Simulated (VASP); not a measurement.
# SnO2 (I4_1/amd) in VASP: further runs

SnO2 is run at these levels: PBEsol, LDA, BLYP; tasks: single point.

Everything below comes from runs of VASP 6.6.1. Logs are shortened: lines on timing, memory, paths and dates and some standing lists are left out, and cuts for length are marked.

## (1) The cell of the first run

The structure is tetragonal, space group I4_1/amd (No. 141). The conventional cell has a = 4.000 Å, b = 4.000 Å, c = 10.247 Å, α = 90.00°, β = 90.00°, γ = 90.00°. Sn (site symmetry -4m2) has 6 O at 2.06 to 2.09 Å within 2.7 Å. Within 2.7 Å of O (site symmetry 2mm) lie 3 Sn at 2.06 to 2.09 Å and 2 O at 2.57 Å.

## (2) Single point, PBEsol

The input, INCAR:

```
SYSTEM = SnO2
PREC     = Accurate       ! precision mode
ENCUT    = 520            ! plane-wave cutoff, eV
EDIFF    = 1E-6           ! SCF threshold, eV
ISMEAR   = 0              ! smearing method
SIGMA    = 0.01           ! smearing width, eV
LREAL    = .False.        ! projectors in reciprocal space
LASPH    = .True.         ! aspherical terms in the spheres
NELM     = 80             ! most SCF steps
ALGO     = Normal         ! electronic algorithm
ISIF     = 2              ! what is computed and relaxed
LWAVE    = .False.        ! write WAVECAR
LCHARG   = .True.         ! write CHGCAR
GGA      = PS             ! functional
LELF     = .True.         ! ELF
LVHAR    = .True.       
NBANDS   = 35             ! bands
```

The input, KPOINTS:

```
regular mesh
0
Gamma
  6 6 6
  0 0 0
```

The input, POSCAR:

```
SnO2
1.0
   -2.0000686100      2.0000686100      5.1236788600
    2.0000686100     -2.0000686100      5.1236788600
    2.0000686100      2.0000686100     -5.1236788600
Sn O
2 4
Direct
    0.7500000000      0.2500000000      0.5000000000
    0.0000000000      0.0000000000      0.0000000000
    0.7965225898      0.7965225898      0.0000000000
    0.9534774092      0.4534774092      0.5000000000
    0.2034774102      0.2034774102      0.0000000000
    0.5465225898      0.0465225898      0.5000000000
```

Potentials or basis: VASP PAW PBE potentials, release 64 (Sn_d, O).

On the command line:

```sh
$ cat potpaw_PBE.64/Sn_d/POTCAR potpaw_PBE.64/O/POTCAR > POTCAR
$ mpirun -np 1 vasp_std > vasp.out
```

OUTCAR:

```text
SYSTEM = SnO2
   PREC = Accurate
   ENCUT = 520
   EDIFF = 1E-6
   ISMEAR = 0
   LREAL = .False.
   LASPH = .True.
   NELM = 80
   ISIF = 2
   GGA = PS

 ion  position               nearest neighbor table
   1  0.750  0.250  0.500-   3 2.06   5 2.06   3 2.06   5 2.06   4 2.09   6 2.09   2 3.25   2 3.25
                             2 3.25   2 3.25
   2  0.000  0.000  0.000-   6 2.06   6 2.06   4 2.06   4 2.06   3 2.09   5 2.09   1 3.25   1 3.25
                             1 3.25   1 3.25
   3  0.797  0.797  0.000-   1 2.06   1 2.06   2 2.09
   4  0.953  0.453  0.500-   2 2.06   2 2.06   1 2.09
   5  0.203  0.203  0.000-   1 2.06   1 2.06   2 2.09
   6  0.547  0.047  0.500-   2 2.06   2 2.06   1 2.09

  LATTYP: Found a body centered tetragonal cell.
 ALAT       =     4.0001372200
 C/A-ratio  =     2.5617515491

  Lattice vectors:

 A1 = (  -2.0000686100,   2.0000686100,   5.1236788600)
 A2 = (   2.0000686100,  -2.0000686100,   5.1236788600)
 A3 = (   2.0000686100,   2.0000686100,  -5.1236788600)

Analysis of symmetry for initial positions (statically):
=====================================================================
 Subroutine PRICEL returns:
 Original cell was already a primitive cell.

 Routine SETGRP: Setting up the symmetry group for a
 body centered tetragonal supercell.

 Subroutine GETGRP returns: Found 16 space group operations
 (whereof  8 operations were pure point group operations)
 out of a pool of 16 trial point group operations.

The static configuration has the point symmetry D_2d.
 The point group associated with its full space group is D_4h.

Analysis of symmetry for dynamics (positions and initial velocities):
=====================================================================
 Subroutine PRICEL returns:
 Original cell was already a primitive cell.

 Routine SETGRP: Setting up the symmetry group for a
 body centered tetragonal supercell.

 Subroutine GETGRP returns: Found 16 space group operations
 (whereof  8 operations were pure point group operations)
 out of a pool of 16 trial point group operations.

The dynamic configuration has the point symmetry D_2d.
 The point group associated with its full space group is D_4h.

 Subroutine INISYM returns: Found 16 space group operations
 (whereof  8 operations are pure point group operations),
 and found     1 'primitive' translations

----------------------------------------------------------------------------------------

                                     Primitive cell

  volume of cell :      81.9845

  direct lattice vectors                    reciprocal lattice vectors
    -2.000068610  2.000068610  5.123678860     0.000000000  0.249991424  0.097586132
     2.000068610 -2.000068610  5.123678860     0.249991424  0.000000000  0.097586132
     2.000068610  2.000068610 -5.123678860     0.249991424  0.249991424  0.000000000

  length of vectors
     5.852574985  5.852574985  5.852574985     0.268363122  0.268363122  0.353541262

  position of ions in fractional coordinates (direct lattice)
     0.750000000  0.250000000  0.500000000
     0.000000000  0.000000000  0.000000000
     0.796522590  0.796522590  0.000000000
     0.953477409  0.453477409  0.500000000
     0.203477410  0.203477410  0.000000000
     0.546522590  0.046522590  0.500000000

  ion indices of the primitive-cell ions
   primitive index   ion index
                 1           1
                 2           2
                 3           3
                 4           4
                 5           5
                 6           6

----------------------------------------------------------------------------------------

 KPOINTS: regular mesh

Automatic generation of k-mesh.
 Grid dimensions read from file:
 generate k-points for:    6    6    6

 Generating k-lattice:

  Cartesian coordinates                     Fractional coordinates (reciprocal lattice)
     0.000000000  0.041665237  0.016264355     0.166666667  0.000000000 -0.000000000
     0.041665237  0.000000000  0.016264355     0.000000000  0.166666667 -0.000000000
     0.041665237  0.041665237  0.000000000     0.000000000  0.000000000  0.166666667

  Length of vectors
     0.044727187  0.044727187  0.058923544

  Shift w.r.t. Gamma in fractional coordinates (k-lattice)
     0.000000000  0.000000000  0.000000000

 Subroutine IBZKPT returns following result:
 ===========================================

 Found     30 irreducible k-points:

 Following reciprocal coordinates:
            Coordinates               Weight
  0.000000  0.000000  0.000000      1.000000
  0.166667 -0.000000  0.000000      8.000000
  0.333333 -0.000000  0.000000      8.000000
  0.500000 -0.000000  0.000000      4.000000
  0.166667  0.166667  0.000000      8.000000
  0.333333  0.166667  0.000000     16.000000
[... 16 lines left out ...]
 -0.333333 -0.333333  0.166667      8.000000
 -0.166667 -0.333333  0.166667      8.000000
 [... further k-points ...]
   k-points           NKPTS =     30   k-points in BZ     NKDIM =     30   number of bands    NBANDS=     35
   number of dos      NEDOS =    301   number of ions     NIONS =      6
   total plane-waves  NPLWV = 110592
   dimension x,y,z NGX =    48 NGY =   48 NGZ =   48
   dimension x,y,z NGXF=    96 NGYF=   96 NGZF=   96
   ions per type =               2   4
   NGX,Y,Z   is equivalent  to a cutoff of  13.63, 13.63, 13.63 a.u.
   NGXF,Y,Z  is equivalent  to a cutoff of  27.27, 27.27, 27.27 a.u.
 SYSTEM =  SnO2
   PREC   = accura    normal or accurate (medium, high low for compatibility)
   ISTART =      0    job   : 0-new  1-cont  2-samecut
   ICHARG =      2    charge: 1-file 2-atom 10-const
   ISPIN  =      1    spin polarized calculation?
   LNONCOLLINEAR =      F non collinear calculations
   LSORBIT =      F    spin-orbit coupling
   LASPH  =      T    aspherical Exc in radial PAW
   ENCUT  =  520.0 eV  38.22 Ry    6.18 a.u.  10.88 10.88 10.88*2*pi/ulx,y,z
   NELM   =     80;   NELMIN=  2; NELMDL= -5     # of ELM steps
   EDIFF  = 0.1E-05   stopping-criterion for ELM
   LREAL  =      F    real-space projection
   EDIFFG = 0.1E-04   stopping-criterion for IOM
   NSW    =      0    number of steps for IOM
   IBRION =     -1    ionic relax: 0-MD 1-quasi-New 2-CG
   NFREE  =      0    steps in history (QN), initial steepest desc. (CG)
   ISIF   =      2    stress and relaxation
   ISYM   =      2    0-nonsym 1-usesym 2-fastsym
   POTIM  = 0.5000    time-step for ionic-motion
   TEBEG  =    0.0;   TEEND  =   0.0 temperature during run
   PSTRESS=    0.0 pullay stress
   NELECT =      52.0000    total number of electrons
   NUPDOWN=      -1.0000    fix difference up-down
   EMIN   =  10.00;   EMAX   =-10.00  energy-range for DOS
   EFERMI =   0.00;   METHOD = LEGACY
   ISMEAR =     0;   SIGMA  =   0.01  broadening in eV -4-tet -1-fermi 0-gaus
   EFERMI_NEDOS =   21; number of points for ismear=-14 and -15
   IALGO  =     38    algorithm
   IMIX   =      4    mixing-type and parameters
     AMIX     =   0.40;   BMIX     =  1.00
     AMIX_MAG =   1.60;   BMIX_MAG =  1.00
  volume/ion in A,a.u.               =      13.66        92.21
  Fermi-wavevector in a.u.,A,eV,Ry     =   1.406583  2.658057 26.918799  1.978476
  Thomas-Fermi vector in A             =   2.528929
   LORBIT       =      0    0 simple, 1 ext, 2 COOP (PROOUT), +10 PAW based schemes
   GGA     = PS    functional components
   LHFCALC =     F    Hartree Fock is set to
   AEXX    =    0.0000 exact exchange contribution
   IVDW    =     0    specifies the selected vdW correction
   LEPSILON=     F    determine dielectric tensor
   LRPA    =     F    only Hartree local field effects (RPA)
 non-spin polarized calculation
 Gauss-broadening in eV      SIGMA  =   0.01
  energy-cutoff  :      520.00
  volume of cell :       81.98
 maximum number of plane-waves:      2244
 NGX is ok and might be reduce to    48
   NGX = 21   NGY = 21   NGZ = 21

 number of electron      52.0000007 magnetization

 Free energy of the ion-electron system (eV)
  ---------------------------------------------------
  ext. energy  EPLUGINS =         0.00000000
  ---------------------------------------------------
  free energy    TOTEN  =       -39.21878147 eV

  energy without entropy =      -39.21878147  energy(sigma->0) =      -39.21878147

 E-fermi :   3.9849     XC(G=0): -10.5526

 val. band max:        3.9132549757   @ k =   0.3333   0.3333   0.1667
 cond. band min:       5.4797989746   @ k =   0.0000   0.0000   0.0000
 fundamental gap:      1.5665439988
 Fermi energy:         3.9849200532

 k-point     1 :       0.0000    0.0000    0.0000
  band No.  band energies     occupation
      1     -16.3968      2.00000
      2     -16.3864      2.00000
      3     -16.2474      2.00000
      4     -15.6692      2.00000
      5     -15.5707      2.00000
      6     -15.5707      2.00000
[... 27 lines left out ...]
     34      16.2119      0.00000
     35      16.2382      0.00000

 k-point     2 :       0.1667   -0.0000    0.0000
  band No.  band energies     occupation
      1     -16.4282      2.00000
      2     -16.2775      2.00000
      3     -16.1963      2.00000
      4     -15.6818      2.00000
      5     -15.5769      2.00000
      6     -15.5650      2.00000
[... 27 lines left out ...]
     34      15.4215      0.00000
     35      15.7701      0.00000

 k-point     3 :       0.3333   -0.0000    0.0000
  band No.  band energies     occupation
      1     -16.4248      2.00000
      2     -16.2070      2.00000
      3     -16.0029      2.00000
      4     -15.7103      2.00000
      5     -15.5881      2.00000
      6     -15.5521      2.00000
[... 27 lines left out ...]
     34      15.1719      0.00000
     35      15.7282      0.00000

 k-point     4 :       0.5000   -0.0000    0.0000
  band No.  band energies     occupation
      1     -16.4235      2.00000
      2     -16.1761      2.00000
      3     -15.8988      2.00000
      4     -15.7267      2.00000
      5     -15.5932      2.00000
      6     -15.5384      2.00000
[... 27 lines left out ...]
     34      15.8052      0.00000
     35      16.6283      0.00000

 k-point     5 :       0.1667    0.1667    0.0000
  band No.  band energies     occupation
      1     -16.4296      2.00000
      2     -16.2289      2.00000
      3     -16.1259      2.00000
      4     -15.6500      2.00000
      5     -15.5934      2.00000
      6     -15.5602      2.00000
[... 638 lines left out ...]
 k-point    22 :      -0.1667    0.5000    0.1667
  band No.  band energies     occupation
      1     -16.4634      2.00000
      2     -16.2821      2.00000
      3     -15.9228      2.00000
      4     -15.5985      2.00000
      5     -15.5937      2.00000
      6     -15.5715      2.00000
[... 27 lines left out ...]
     34      15.3732      0.00000
     35      15.7904      0.00000

 k-point    23 :      -0.3333   -0.3333    0.1667
  band No.  band energies     occupation
      1     -16.4801      2.00000
      2     -16.3698      2.00000
      3     -15.9260      2.00000
      4     -15.6403      2.00000
      5     -15.5738      2.00000
      6     -15.5560      2.00000
[... 27 lines left out ...]
     34      15.5964      0.00000
     35      16.3599      0.00000

 k-point    24 :      -0.1667   -0.3333    0.1667
  band No.  band energies     occupation
      1     -16.5156      2.00000
      2     -16.3543      2.00000
      3     -16.0593      2.00000
      4     -15.5992      2.00000
      5     -15.5938      2.00000
      6     -15.5755      2.00000
[... 27 lines left out ...]
     34      15.7906      0.00000
     35      15.8167      0.00000

 [... further k-points ...]

------------------------ aborting loop because EDIFF is reached ----------------------------------------

  FORCE on cell =-STRESS in cart. coord.  units (eV):
  Direction    XX          YY          ZZ          XY          YZ          ZX
  --------------------------------------------------------------------------------------
  -------------------------------------------------------------------------------------
  Total        0.7946579      0.7946579      0.3391228      0.0000000     -0.0000000      0.0000000
  in kB       15.5295581     15.5295581      6.6272883      0.0000000     -0.0000000      0.0000000
  external PRESSURE =      12.5621348 kB  Pullay stress =       0.0000000 kB

 VOLUME and BASIS-vectors are now :
 -----------------------------------------------------------------------------
  energy-cutoff  :      520.00
  volume of cell :       81.98
      direct lattice vectors                 reciprocal lattice vectors
    -2.000068610  2.000068610  5.123678860     0.000000000  0.249991424  0.097586132
     2.000068610 -2.000068610  5.123678860     0.249991424  0.000000000  0.097586132
     2.000068610  2.000068610 -5.123678860     0.249991424  0.249991424  0.000000000

 POSITION                                       TOTAL-FORCE (eV/Angst)
 -----------------------------------------------------------------------------------
     -0.00000      2.00007      2.56184         0.000000      0.000000      0.000000
      0.00000      0.00000      0.00000         0.000000      0.000000      0.000000
      0.00000      0.00000      8.16225        -0.000000     -0.000000      0.056235
      0.00000      2.00007      4.64695        -0.000000     -0.000000     -0.056235
      0.00000      0.00000      2.08511         0.000000      0.000000     -0.056235
      0.00000      2.00007      0.47673         0.000000      0.000000      0.056235
 -----------------------------------------------------------------------------------
    total drift:                                0.000000      0.000000      0.000012

  FREE ENERGIE OF THE ION-ELECTRON SYSTEM (eV)
  ---------------------------------------------------
  free  energy   TOTEN  =       -39.2187814677 eV

  energy  without entropy=      -39.2187814677  energy(sigma->0) =      -39.21878147
```

It took 1.7 min on 1 thread of Intel Xeon Platinum 8488C (Sapphire Rapids), shared host; peak memory 0.34 GiB.

Results:

```
Free energy            : -39.2188 eV
Pressure               : 1.3 GPa
Largest force          : 0.056 eV/Å
Band gap on the k mesh : 1.57 eV (least direct gap 1.94 eV)
```

Forces on the atoms (eV/Å):
```
Sn   0.000  0.000  0.000
Sn   0.000  0.000  0.000
O    0.000  0.000  0.056
O    0.000  0.000 -0.056
O    0.000  0.000 -0.056
O    0.000  0.000  0.056
```

Stress tensor (GPa, compression positive):
```
1.55 0.00 0.00
0.00 1.55 0.00
0.00 0.00 0.66
```

Caveat: the PAW data sets were made with another functional, which shifts forces and pressure a little; spin-orbit coupling is left out, which moves the levels of the heavy elements.

[end of part 1 of 2]
